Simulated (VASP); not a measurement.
# SnSe (P1) in VASP: further runs

The runs below take SnSe through single point, with LDA.

Everything below comes from runs of VASP 6.6.1. Logs are shortened: lines on timing, memory, paths and dates and some standing lists are left out, and cuts for length are marked.

### Step 1. The cell of the first run

The typed cell holds 2 atoms: a = 4.257 Å, b = 4.257 Å, c = 4.257 Å, α = 60.00°, β = 60.00°, γ = 60.00°.

### Step 2. Single point, LDA

The input, INCAR:

```
SYSTEM = SnSe
PREC = Accurate ; ENCUT = 500
EDIFF = 1E-6 ; ISMEAR = 0
SIGMA = 0.01 ; LREAL = .FALSE.
LASPH = .TRUE. ; NELM = 120
ALGO = Normal ; ISIF = 2
LWAVE = .FALSE. ; LCHARG = .FALSE.
NBANDS = 17 ; GGA_COMPAT = .FALSE.
```

The input, KPOINTS:

```
Automatic mesh
0
G
  4 4 4
  0 0 0
```

The input, POSCAR:

```
SnSe
1.0
    0.0000000000      3.0100000000      3.0100000000
    3.0100000000      0.0000000000      3.0100000000
    3.0100000000      3.0100000000      0.0000000000
Sn Se
1 1
Direct
   -0.0155120522      0.0106149857     -0.0041335747
    0.5117604508      0.4826181674      0.5072131049
```

Potentials or basis: VASP PAW LDA potentials, release 64 (Sn_d, Se).

Command:

```
$ cat potpaw_LDA.64/Sn_d/POTCAR potpaw_LDA.64/Se/POTCAR > POTCAR
$ mpirun -np 1 vasp_std > vasp.out
```

OUTCAR:

```text
SYSTEM = SnSe
   PREC = Accurate
   ENCUT = 500
   EDIFF = 1E-6
   ISMEAR = 0
   LREAL = .FALSE.
   LASPH = .TRUE.
   NELM = 120
   ISIF = 2

 ion  position               nearest neighbor table
   1  0.984  0.011  0.996-   2 2.89   2 2.96   2 3.01   2 3.01   2 3.06   2 3.13
   2  0.512  0.483  0.507-   1 2.89   1 2.96   1 3.01   1 3.01   1 3.06   1 3.13

  LATTYP: Found a face centered cubic cell.
 ALAT       =     6.0200000000

  Lattice vectors:

 A1 = (   0.0000000000,   3.0100000000,   3.0100000000)
 A2 = (   3.0100000000,   0.0000000000,   3.0100000000)
 A3 = (   3.0100000000,   3.0100000000,   0.0000000000)

Analysis of symmetry for initial positions (statically):
=====================================================================
 Subroutine PRICEL returns:
 Original cell was already a primitive cell.

 Routine SETGRP: Setting up the symmetry group for a
 face centered cubic supercell.

 Subroutine GETGRP returns: Found  1 space group operations
 (whereof  1 operations were pure point group operations)
 out of a pool of 48 trial point group operations.

The static configuration has the point symmetry C_1 .

Analysis of symmetry for dynamics (positions and initial velocities):
=====================================================================
 Subroutine PRICEL returns:
 Original cell was already a primitive cell.

 Routine SETGRP: Setting up the symmetry group for a
 face centered cubic supercell.

 Subroutine GETGRP returns: Found  1 space group operations
 (whereof  1 operations were pure point group operations)
 out of a pool of 48 trial point group operations.

The dynamic configuration has the point symmetry C_1 .

 Subroutine INISYM returns: Found  1 space group operations
 (whereof  1 operations are pure point group operations),
 and found     1 'primitive' translations

----------------------------------------------------------------------------------------

                                     Primitive cell

  volume of cell :      54.5418

  direct lattice vectors                    reciprocal lattice vectors
     0.000000000  3.010000000  3.010000000    -0.166112957  0.166112957  0.166112957
     3.010000000  0.000000000  3.010000000     0.166112957 -0.166112957  0.166112957
     3.010000000  3.010000000  0.000000000     0.166112957  0.166112957 -0.166112957

  length of vectors
     4.256782823  4.256782823  4.256782823     0.287716081  0.287716081  0.287716081

  position of ions in fractional coordinates (direct lattice)
     0.984487948  0.010614986  0.995866425
     0.511760451  0.482618167  0.507213105

  ion indices of the primitive-cell ions
   primitive index   ion index
                 1           1
                 2           2

----------------------------------------------------------------------------------------

 KPOINTS: Automatic mesh

Automatic generation of k-mesh.
 Grid dimensions read from file:
 generate k-points for:    4    4    4

 Generating k-lattice:

  Cartesian coordinates                     Fractional coordinates (reciprocal lattice)
    -0.041528239  0.041528239  0.041528239     0.250000000  0.000000000  0.000000000
     0.041528239 -0.041528239  0.041528239     0.000000000  0.250000000  0.000000000
     0.041528239  0.041528239 -0.041528239     0.000000000  0.000000000  0.250000000

  Length of vectors
     0.071929020  0.071929020  0.071929020

  Shift w.r.t. Gamma in fractional coordinates (k-lattice)
     0.000000000  0.000000000  0.000000000

 Subroutine IBZKPT returns following result:
 ===========================================

 Found     36 irreducible k-points:

 Following reciprocal coordinates:
            Coordinates               Weight
  0.000000  0.000000  0.000000      1.000000
  0.250000  0.000000  0.000000      2.000000
  0.000000  0.250000  0.000000      2.000000
  0.000000  0.000000  0.250000      2.000000
  0.250000  0.250000  0.250000      2.000000
  0.500000  0.000000  0.000000      1.000000
[... 16 lines left out ...]
  0.250000  0.500000  0.500000      2.000000
  0.500000  0.000000  0.250000      2.000000
 [... further k-points ...]
   k-points           NKPTS =     36   k-points in BZ     NKDIM =     36   number of bands    NBANDS=     17
   number of dos      NEDOS =    301   number of ions     NIONS =      2
   total plane-waves  NPLWV =  32768
   dimension x,y,z NGX =    32 NGY =   32 NGZ =   32
   dimension x,y,z NGXF=    64 NGYF=   64 NGZF=   64
   ions per type =               1   1
   NGX,Y,Z   is equivalent  to a cutoff of  12.50, 12.50, 12.50 a.u.
   NGXF,Y,Z  is equivalent  to a cutoff of  24.99, 24.99, 24.99 a.u.
 SYSTEM =  SnSe
   PREC   = accura    normal or accurate (medium, high low for compatibility)
   ISTART =      0    job   : 0-new  1-cont  2-samecut
   ICHARG =      2    charge: 1-file 2-atom 10-const
   ISPIN  =      1    spin polarized calculation?
   LNONCOLLINEAR =      F non collinear calculations
   LSORBIT =      F    spin-orbit coupling
   LASPH  =      T    aspherical Exc in radial PAW
   ENCUT  =  500.0 eV  36.75 Ry    6.06 a.u.   7.76  7.76  7.76*2*pi/ulx,y,z
   NELM   =    120;   NELMIN=  2; NELMDL= -5     # of ELM steps
   EDIFF  = 0.1E-05   stopping-criterion for ELM
   LREAL  =      F    real-space projection
   EDIFFG = 0.1E-04   stopping-criterion for IOM
   NSW    =      0    number of steps for IOM
   IBRION =     -1    ionic relax: 0-MD 1-quasi-New 2-CG
   NFREE  =      0    steps in history (QN), initial steepest desc. (CG)
   ISIF   =      2    stress and relaxation
   ISYM   =      2    0-nonsym 1-usesym 2-fastsym
   POTIM  = 0.5000    time-step for ionic-motion
   TEBEG  =    0.0;   TEEND  =   0.0 temperature during run
   PSTRESS=    0.0 pullay stress
   NELECT =      20.0000    total number of electrons
   NUPDOWN=      -1.0000    fix difference up-down
   EMIN   =  10.00;   EMAX   =-10.00  energy-range for DOS
   EFERMI =   0.00;   METHOD = LEGACY
   ISMEAR =     0;   SIGMA  =   0.01  broadening in eV -4-tet -1-fermi 0-gaus
   EFERMI_NEDOS =   21; number of points for ismear=-14 and -15
   IALGO  =     38    algorithm
   IMIX   =      4    mixing-type and parameters
     AMIX     =   0.40;   BMIX     =  1.00
     AMIX_MAG =   1.60;   BMIX_MAG =  1.00
  volume/ion in A,a.u.               =      27.27       184.03
  Fermi-wavevector in a.u.,A,eV,Ry     =   1.171768  2.214321 18.681350  1.373040
  Thomas-Fermi vector in A             =   2.308207
   LORBIT       =      0    0 simple, 1 ext, 2 COOP (PROOUT), +10 PAW based schemes
   GGA     = CA    functional components
   LHFCALC =     F    Hartree Fock is set to
   AEXX    =    0.0000 exact exchange contribution
   IVDW    =     0    specifies the selected vdW correction
   LEPSILON=     F    determine dielectric tensor
   LRPA    =     F    only Hartree local field effects (RPA)
 non-spin polarized calculation
 Gauss-broadening in eV      SIGMA  =   0.01
  energy-cutoff  :      500.00
  volume of cell :       54.54
 maximum number of plane-waves:      1411
 NGX is ok and might be reduce to    32
   NGX = 15   NGY = 15   NGZ = 15

 number of electron      19.9999999 magnetization

 Free energy of the ion-electron system (eV)
  ---------------------------------------------------
  ext. energy  EPLUGINS =         0.00000000
  ---------------------------------------------------
  free energy    TOTEN  =        -9.53188599 eV

  energy without entropy =       -9.53188599  energy(sigma->0) =       -9.53188599

 E-fermi :   5.3701     XC(G=0):  -9.8947

 val. band max:        5.3183277957   @ k =   0.5000   0.5000   0.5000
 cond. band min:       5.9128392929   @ k =   0.5000   0.5000   0.5000
 fundamental gap:      0.5945114973
 Fermi energy:         5.3701012455

 k-point     1 :       0.0000    0.0000    0.0000
  band No.  band energies     occupation
      1     -16.0999      2.00000
      2     -16.0995      2.00000
      3     -16.0958      2.00000
      4     -16.0949      2.00000
      5     -16.0948      2.00000
      6      -8.5193      2.00000
[... 9 lines left out ...]
     16      11.3973      0.00000
     17      13.6176      0.00000

 k-point     2 :       0.2500    0.0000    0.0000
  band No.  band energies     occupation
      1     -16.1034      2.00000
      2     -16.1029      2.00000
      3     -16.0941      2.00000
      4     -16.0893      2.00000
      5     -16.0889      2.00000
      6      -8.1200      2.00000
[... 9 lines left out ...]
     16      12.6123      0.00000
     17      16.7667      0.00000

 k-point     3 :       0.0000    0.2500    0.0000
  band No.  band energies     occupation
      1     -16.1034      2.00000
      2     -16.1029      2.00000
      3     -16.0941      2.00000
      4     -16.0892      2.00000
      5     -16.0889      2.00000
      6      -8.1202      2.00000
[... 9 lines left out ...]
     16      12.6124      0.00000
     17      16.7238      0.00000

 k-point     4 :       0.0000    0.0000    0.2500
  band No.  band energies     occupation
      1     -16.1036      2.00000
      2     -16.1029      2.00000
      3     -16.0937      2.00000
      4     -16.0895      2.00000
      5     -16.0888      2.00000
      6      -8.1174      2.00000
[... 9 lines left out ...]
     16      12.6025      0.00000
     17      16.6718      0.00000

 k-point     5 :       0.2500    0.2500    0.2500
  band No.  band energies     occupation
      1     -16.1036      2.00000
      2     -16.1029      2.00000
      3     -16.0937      2.00000
      4     -16.0895      2.00000
      5     -16.0888      2.00000
      6      -8.1173      2.00000
[... 9 lines left out ...]
     16      12.6021      0.00000
     17      16.7053      0.00000

 k-point     6 :       0.5000    0.0000    0.0000
  band No.  band energies     occupation
      1     -16.1074      2.00000
      2     -16.1068      2.00000
      3     -16.0929      2.00000
      4     -16.0828      2.00000
      5     -16.0823      2.00000
      6      -7.5980      2.00000
[... 9 lines left out ...]
     16      15.6127      0.00000
     17      15.6403      0.00000

 k-point     7 :       0.0000    0.5000    0.0000
  band No.  band energies     occupation
      1     -16.1074      2.00000
      2     -16.1068      2.00000
      3     -16.0929      2.00000
      4     -16.0827      2.00000
      5     -16.0823      2.00000
      6      -7.5985      2.00000
[... 9 lines left out ...]
     16      15.6142      0.00000
     17      15.6402      0.00000

 k-point     8 :       0.0000    0.0000    0.5000
  band No.  band energies     occupation
      1     -16.1078      2.00000
      2     -16.1068      2.00000
      3     -16.0925      2.00000
      4     -16.0830      2.00000
      5     -16.0822      2.00000
      6      -7.5905      2.00000
[... 9 lines left out ...]
     16      15.6037      0.00000
     17      15.6237      0.00000
[... 203 lines left out ...]
      1     -16.1171      2.00000
      2     -16.0990      2.00000
      3     -16.0946      2.00000
      4     -16.0834      2.00000
      5     -16.0806      2.00000
      6      -7.4702      2.00000
[... 9 lines left out ...]
     16      16.0893      0.00000
     17      16.7781      0.00000

 k-point    20 :       0.5000    0.5000    0.2500
  band No.  band energies     occupation
      1     -16.1171      2.00000
      2     -16.0992      2.00000
      3     -16.0943      2.00000
      4     -16.0834      2.00000
      5     -16.0808      2.00000
      6      -7.4670      2.00000
[... 9 lines left out ...]
     16      16.0953      0.00000
     17      16.7655      0.00000

 k-point    21 :       0.0000    0.2500    0.5000
  band No.  band energies     occupation
      1     -16.1172      2.00000
      2     -16.0990      2.00000
      3     -16.0945      2.00000
      4     -16.0835      2.00000
      5     -16.0804      2.00000
      6      -7.4661      2.00000
[... 9 lines left out ...]
     16      16.0754      0.00000
     17      16.7516      0.00000

 k-point    22 :      -0.2500    0.2500   -0.2500
  band No.  band energies     occupation
      1     -16.1175      2.00000
      2     -16.0986      2.00000
      3     -16.0954      2.00000
      4     -16.0830      2.00000
      5     -16.0802      2.00000
      6      -7.4666      2.00000
[... 9 lines left out ...]
     16      16.0834      0.00000
     17      16.7938      0.00000

 k-point    23 :       0.2500    0.5000    0.5000
  band No.  band energies     occupation
      1     -16.1172      2.00000
      2     -16.0990      2.00000
      3     -16.0945      2.00000
      4     -16.0835      2.00000
      5     -16.0805      2.00000
      6      -7.4660      2.00000
[... 9 lines left out ...]
     16      16.0766      0.00000
     17      16.7511      0.00000

 k-point    24 :       0.5000    0.0000    0.2500
  band No.  band energies     occupation
      1     -16.1175      2.00000
      2     -16.0986      2.00000
      3     -16.0954      2.00000
      4     -16.0830      2.00000
      5     -16.0802      2.00000
      6      -7.4663      2.00000
[... 9 lines left out ...]
     16      16.0833      0.00000
     17      16.7911      0.00000

 [... further k-points ...]

------------------------ aborting loop because EDIFF is reached ----------------------------------------

  FORCE on cell =-STRESS in cart. coord.  units (eV):
  Direction    XX          YY          ZZ          XY          YZ          ZX
  --------------------------------------------------------------------------------------
  -------------------------------------------------------------------------------------
  Total       -1.4874413     -1.3691000     -1.5129080     -0.0176573     -0.0008703      0.0005543
  in kB      -43.6939113    -40.2176102    -44.4420020     -0.5186862     -0.0255646      0.0162834
  external PRESSURE =     -42.7845078 kB  Pullay stress =       0.0000000 kB

 VOLUME and BASIS-vectors are now :
 -----------------------------------------------------------------------------
  energy-cutoff  :      500.00
  volume of cell :       54.54
      direct lattice vectors                 reciprocal lattice vectors
     0.000000000  3.010000000  3.010000000    -0.166112957  0.166112957  0.166112957
     3.010000000  0.000000000  3.010000000     0.166112957 -0.166112957  0.166112957
     3.010000000  3.010000000  0.000000000     0.166112957  0.166112957 -0.166112957

 POSITION                                       TOTAL-FORCE (eV/Angst)
 -----------------------------------------------------------------------------------
      3.02951      5.96087      2.99526         0.016725     -0.047444      0.000803
      2.97939      3.06711      2.99308        -0.016725      0.047444     -0.000803
 -----------------------------------------------------------------------------------
    total drift:                               -0.000118      0.000180      0.000170

  FREE ENERGIE OF THE ION-ELECTRON SYSTEM (eV)
  ---------------------------------------------------
  free  energy   TOTEN  =        -9.5318859915 eV

  energy  without entropy=       -9.5318859915  energy(sigma->0) =       -9.53188599
```

Wall time 8.9 s (1 thread of Intel Xeon 6975P-C (Granite Rapids), shared host); peak memory 0.16 GiB.

Results:

* Free energy: -9.5319 eV
* Pressure: -4.3 GPa
* Largest force: 0.050 eV/Å
* Band gap on the k mesh: 0.59 eV

Forces on the atoms (eV/Å):
```
Sn   0.017 -0.047  0.001
Se  -0.017  0.047 -0.001
```

Stress tensor (GPa, compression positive):
```
-4.37 -0.05  0.00
-0.05 -4.02  0.00
 0.00  0.00 -4.44
```

Caveat: the k points lie up to 0.45 Å⁻¹ apart; spin-orbit coupling is left out, which moves the levels of the heavy elements.

### Step 3. Single point, LDA

The input, INCAR:

```
  PREC = Accurate
  ENCUT = 500
  EDIFF = 1E-6
  ISMEAR = 0
  SIGMA = 0.01
  LREAL = False
  LASPH = True
  NELM = 120
  ALGO = Normal
  ISIF = 2
  LWAVE = False
  LCHARG = False
  GGA = CA
  NBANDS = 17
  GGA_COMPAT = False
```

The input, KPOINTS:

```
Automatic mesh
0
Gamma
  4 4 4
```

The input, POSCAR:

```
SnSe
1.0
    0.0000000000      3.0100000000      3.0100000000
    3.0100000000      0.0000000000      3.0100000000
    3.0100000000      3.0100000000      0.0000000000
Sn Se
1 1
Direct
   -0.0171083889      0.0122506275     -0.0048729121
    0.5133564324      0.4809828772      0.5079521987
```

Potentials or basis: VASP PAW LDA potentials, release 64 (Sn_d, Se).

Command:

```
$ cat potpaw_LDA.64/Sn_d/POTCAR potpaw_LDA.64/Se/POTCAR > POTCAR
$ mpirun -np 1 vasp_std > vasp.out
```

Wall time 8.7 s (1 thread of Intel Xeon 6975P-C (Granite Rapids), shared host); peak memory 0.16 GiB.

The run converged. Its results:

```
Free energy            : -9.5326 eV
Pressure               : -4.2 GPa
Largest force          : 0.047 eV/Å
Band gap on the k mesh : 0.59 eV
```

Forces on the atoms (eV/Å):
```
Sn   0.015 -0.045  0.001
Se  -0.015  0.045 -0.001
```

Stress tensor (GPa, compression positive):
```
-4.32 -0.06  0.00
-0.06 -3.88  0.00
 0.00  0.00 -4.41
```

Levels at points of the mesh, in eV from the valence-band top:
| k point | band 7 | band 8 | band 9 | band 10 | band 11 | band 12 | band 13 | band 14 |
| --- | --- | --- | --- | --- | --- | --- | --- | --- |
| (0.00, 0.00, 0.00) | -5.09 | -2.16 | -2.10 | -2.10 | 4.16 | 4.17 | 4.34 | 5.96 |
| (0.50, 0.00, 0.00) | -8.00 | -1.94 | -1.87 | -0.09 | 0.67 | 1.29 | 1.37 | 8.18 |
| (0.00, 0.50, 0.00) | -8.00 | -1.94 | -1.87 | -0.09 | 0.68 | 1.29 | 1.37 | 8.18 |
| (0.00, 0.00, 0.50) | -8.03 | -1.93 | -1.89 | 0.00 | 0.60 | 1.33 | 1.40 | 8.20 |
| (0.50, 0.50, 0.50) | -8.03 | -1.93 | -1.89 | 0.00 | 0.59 | 1.33 | 1.40 | 8.20 |
| (0.50, 0.50, 0.00) | -6.03 | -5.40 | -3.58 | -3.51 | 2.93 | 5.38 | 5.49 | 5.93 |
| (0.00, 0.50, 0.50) | -6.08 | -5.34 | -3.55 | -3.54 | 2.95 | 5.39 | 5.45 | 5.94 |
| (0.50, 0.00, 0.50) | -6.26 | -5.16 | -3.56 | -3.56 | 3.06 | 5.35 | 5.36 | 5.97 |

Caveat: the k points lie up to 0.45 Å⁻¹ apart; spin-orbit coupling is left out, which moves the levels of the heavy elements. A k mesh can miss the band edges.

### Step 4. Single point, LDA

The input, INCAR:

```
SYSTEM = SnSe
PREC = Accurate
ENCUT = 500
EDIFF = 1E-6
ISMEAR = 0
SIGMA = 0.01
LREAL = .FALSE.
LASPH = .TRUE.
NELM = 120
ALGO = Normal
ISIF = 2
LWAVE = .FALSE.
LCHARG = .FALSE.
GGA = CA
NBANDS = 17
GGA_COMPAT = .FALSE.
```

The input, KPOINTS:

```
Automatic mesh
0
G
  4 4 4
  0 0 0
```

The input, POSCAR:

```
SnSe
1.0
    0.0000000000      3.0100000000      3.0100000000
    3.0100000000      0.0000000000      3.0100000000
    3.0100000000      3.0100000000      0.0000000000
Sn Se
1 1
Direct
   -0.0191024912      0.0142932113     -0.0058216422
    0.5153501282      0.4789406934      0.5089006155
```

Command:

```
$ cat potpaw_LDA.64/Sn_d/POTCAR potpaw_LDA.64/Se/POTCAR > POTCAR
$ mpirun -np 1 vasp_std > vasp.out
```

It took 8.7 s on 1 thread of Intel Xeon 6975P-C (Granite Rapids), shared host; peak memory 0.17 GiB.

Results (log left out):

* Free energy: -9.5334 eV
* Pressure: -4.1 GPa
* Largest force: 0.039 eV/Å
* Band gap on the k mesh: 0.60 eV

Forces on the atoms (eV/Å):
```
Sn   0.011 -0.038  0.001
Se  -0.011  0.038 -0.001
```

Stress tensor (GPa, compression positive):
```
-4.25 -0.08  0.00
-0.08 -3.68  0.00
 0.00  0.00 -4.37
```

Levels at points of the mesh, in eV from the valence-band top:
| k point | band 8 | band 9 | band 10 | band 11 | band 12 | band 13 |
| --- | --- | --- | --- | --- | --- | --- |
| (0.00, 0.00, 0.00) | -2.17 | -2.10 | -2.09 | 4.12 | 4.13 | 4.35 |
| (0.50, 0.00, 0.00) | -1.96 | -1.87 | -0.11 | 0.69 | 1.30 | 1.40 |
| (0.00, 0.50, 0.00) | -1.96 | -1.87 | -0.11 | 0.70 | 1.29 | 1.39 |
| (0.00, 0.00, 0.50) | -1.95 | -1.89 | 0.00 | 0.60 | 1.34 | 1.43 |
| (0.50, 0.50, 0.50) | -1.95 | -1.90 | 0.00 | 0.60 | 1.34 | 1.43 |
| (0.50, 0.50, 0.00) | -5.40 | -3.59 | -3.50 | 2.89 | 5.39 | 5.53 |
| (0.00, 0.50, 0.50) | -5.33 | -3.55 | -3.54 | 2.92 | 5.40 | 5.48 |
| (0.50, 0.00, 0.50) | -5.10 | -3.56 | -3.56 | 3.05 | 5.35 | 5.37 |

Caveat: the k points lie up to 0.45 Å⁻¹ apart; spin-orbit coupling is left out, which moves the levels of the heavy elements. A k mesh can miss the band edges.

### Step 5. Summary

| cell | gap on the mesh (eV) | pressure (GPa) | largest force (eV/Å) |
| --- | --- | --- | --- |
| as given, atomic positions A | 0.59 | -4.3 | 0.05 |
| as given, atomic positions B | 0.59 | -4.2 | 0.05 |
| as given, atomic positions C | 0.60 | -4.1 | 0.04 |

Alike in all rows: task single point; level LDA; potentials or basis VASP PAW LDA potentials, release 64 (Sn_d, Se); no spin polarisation; k mesh 4 × 4 × 4; cutoff (eV) 500; smearing gaussian 0.01 eV.

Caveats: all runs use coarse meshes; spin-orbit coupling is left out, which moves the levels of the heavy elements.

Absolute energies hang on the potentials; compare differences alone.
